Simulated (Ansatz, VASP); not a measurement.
**TiC in VASP and in Ansatz**

File INCAR:

```
PREC = Accurate
ENCUT = 520
EDIFF = 1E-6
ISMEAR = 0
SIGMA = 0.15
LREAL = False
LASPH = True
NELM = 80
ALGO = Normal
ISIF = 2
LWAVE = False
LCHARG = False
GGA = PS
NBANDS = 15
```

The input KPOINTS:

```
Automatic mesh
0
Gamma
  18 18 18
```

POSCAR

```
TiC
1.0
    0.0000000000      2.1640000000      2.1640000000
    2.1640000000      0.0000000000      2.1640000000
    2.1640000000      2.1640000000      0.0000000000
Ti C
1 1
Direct
    0.0346580407      0.0346580407     -0.0346580407
    0.5000000000      0.5000000000      0.5000000000
```

Input for Ansatz:

```yaml
crystal:
  lattice:
    - [0.0, 2.164, 2.164]
    - [2.164, 0.0, 2.164]
    - [2.164, 2.164, 0.0]
  atoms:
    - { symbol: Ti, position: [0.0346580407, 0.0346580407, -0.0346580407] }
    - { symbol: C, position: [0.5, 0.5, 0.5] }
basis:
  ecutwfc: 420
kpoints:
  mp_grid: { grid: [18, 18, 18] }
hamiltonian:
  xc: pbesol
scf:
  occupations: { method: gaussian, width: 0.15 }
output:
  forces: true
  stress: true
  eigenvalues: true
```

Change from the starting cell: all Ti atoms moved -0.150 Å, as atom 1 towards its neighbour atom 2 (C) at 2.164 Å.

Alike in both runs: task single point; functional PBEsol; k mesh 18 × 18 × 18; occupations gaussian, width 0.15 eV; no spin polarisation.

|  | VASP | Ansatz |
| --- | --- | --- |
| version | VASP 6.6.1 | Ansatz 0.2.0 |
| potentials or method | VASP PAW PBE potentials, release 64 (Ti_sv, C), cutoff 520 eV | scalar-relativistic, plane waves, PAW |
| valence electrons in the cell | 16 | 16 |

Ansatz gave:

| Quantity | Value |
| --- | --- |
| gap on the k mesh at the Fermi level (eV) | none |
| pressure (GPa) | -3.4 |
| traceless stress, the component that is largest in VASP (GPa) | 4.40 |
| rms of the force components (eV/Å) | 0.803 |

What did VASP give for the same quantities?

gap on the k mesh at the Fermi level (eV): none; pressure (GPa): -3.2; traceless stress, the component that is largest in VASP (GPa): 4.43; rms of the force components (eV/Å): 0.806.

VASP's potentials were made for PBE, not for PBEsol. Atom by atom the forces differ by 0.003 eV/Å (rms over components). A gap of «none» marks a metal or a gap that the smearing closes.
